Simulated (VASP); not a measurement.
Wanted: the native input for a VASP 6.6.1 run.

```
Task                   : single point
Functional             : PBE
Potentials or basis    : VASP PAW PBE potentials, release 64 (Lu, F)
Cutoff                 : 520 eV
k mesh                 : 12 × 12 × 4
Occupations            : gaussian, width 0.1 eV
Spin                   : no spin polarisation
Dipole correction      : no
Further INCAR settings : ALGO = Normal; EDIFF = 1e-07; NBANDS = 52
```

The structure of Lu3F2 lies in POSCAR:

```
Lu3F2
1.0
    3.6971358979      0.0000000000      0.0000000000
   -1.8485679490      3.2018136088      0.0000000000
    0.0000000000      0.0000000000      9.4219181469
Lu F
3 2
Direct
    0.6666666667      0.3333333333      0.1775342846
    0.6666666667      0.3333333333      0.8224657154
    0.0000000000      0.0000000000      0.5000000000
    0.0000000000      0.0000000000      0.0000000000
    0.3333333333      0.6666666667      0.5000000000
```

The cell was built from a structure type or drawn by symmetry, and may not be a known phase.

The input as run:

INCAR

```
SYSTEM = Lu3F2
PREC = Accurate ; ENCUT = 520
EDIFF = 1E-7 ; ISMEAR = 0
SIGMA = 0.1 ; LREAL = .False.
LASPH = .True. ; NELM = 60
ALGO = Normal ; ISIF = 2
LWAVE = .False. ; LCHARG = .True.
GGA = PE ; LELF = .True.
LVHAR = .True. ; NBANDS = 52
```

KPOINTS

```
regular mesh
0
Gamma
  12 12 4
  0 0 0
```

Potentials or basis: VASP PAW PBE potentials, release 64 (Lu, F).

Command:

```sh
$ cat potpaw_PBE.64/Lu/POTCAR potpaw_PBE.64/F/POTCAR > POTCAR
$ mpirun -np 1 vasp_std > vasp.out
```

It gave:

```json
{
  "Pressure": "0.3 GPa",
  "Largest force": "0.005 eV/Å",
  "Band gap on the k mesh": "zero (an odd number of electrons rules out a gap without spin polarisation)"
}
```

Caveat: spin-orbit coupling is left out, which moves the levels of the heavy elements; an odd number of electrons without spin polarisation forces a metal; a magnetic or distorted state may lie lower.

Wall time 5.8 min on 1 thread of Intel(R) Xeon(R) Platinum 8488C (Sapphire Rapids), on a shared host, peak memory 0.4 GiB.
